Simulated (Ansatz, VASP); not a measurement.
# Pd: VASP beside Ansatz

```
Pd
1.0
     0.00000    1.95585    1.95585
     1.95585    0.00000    1.95585
     1.95585    1.95585    0.00000
Pd
1
Cartesian
  0.0000 0.0000 0.0000
```

Alike in both runs: task single point; functional r2SCAN; k mesh 14 × 14 × 14; no spin polarisation.

|  | VASP | Ansatz |
| --- | --- | --- |
| version | VASP 6.6.1 | Ansatz 0.2.0 |
| potentials or method | VASP PAW PBE potentials, release 64 (Pd), cutoff 520 eV | plane waves (500 eV) with PAW, scalar-relativistic |
| occupations | methfessel-paxton of order 1, width 1 eV | cold, width 1 eV |
| valence electrons in the cell | 10 | 18 |

```csv
,VASP,Ansatz,Ansatz less VASP
pressure (GPa),0.0,-3.0,-3.03
```

VASP's potentials were made for PBE, not for r2SCAN. VASP's potentials hold 10 valence electrons a cell and Ansatz's 18, so a difference there can come from the potentials and not from the codes.
